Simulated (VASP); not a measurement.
Here is a VASP 6.6.1 calculation.

The input INCAR:

```
ALGO = Normal
DIPOL = 0.5 0.5 0.358
EDIFF = 1E-6
ENCUT = 520
GGA = PE
IDIPOL = 3
ISIF = 2
ISMEAR = 0
LASPH = True
LCHARG = False
LDIPOL = True
LREAL = False
LWAVE = False
NBANDS = 35
NELM = 80
PREC = Accurate
SIGMA = 0.1
```

Contents of KPOINTS:

```
k-points
0
Gamma
  8 8 1
```

The input POSCAR:

```
Ti4S
1.0
    3.2553359259      0.0000000000      0.0000000000
    0.0000000000      3.2553359259      0.0000000000
    0.0000000000      0.0000000000     20.1793674375
Ti S
4 1
Direct
    0.5000000000      0.5000000000      0.1982222690
    0.0000000000      0.0000000000      0.2788822782
    0.5000000000      0.5000000000      0.3551865247
    0.0000000000      0.0000000000      0.4301109767
    0.1250000000      0.2500000000      0.5267749022
```

Potentials or basis: VASP PAW PBE potentials, release 64 (Ti_sv, S).

The run is started by

```bash
$ cat potpaw_PBE.64/Ti_sv/POTCAR potpaw_PBE.64/S/POTCAR > POTCAR
$ mpirun -np 1 vasp_std > vasp.out
```

**Question.** Estimate the largest force.

**Answer.** 1.268 eV/Å.

**Question.** Estimate the band gap on the k mesh.

**Answer.** Zero (bands 27 and 28 overlap by 0.75 eV).

Forces on the atoms (eV/Å):
```
Ti  -0.015 -0.041  0.578
Ti   0.073  0.136 -0.540
Ti  -0.231 -0.205 -0.957
Ti  -0.305 -0.840  0.900
S    0.479  0.949  0.019
```
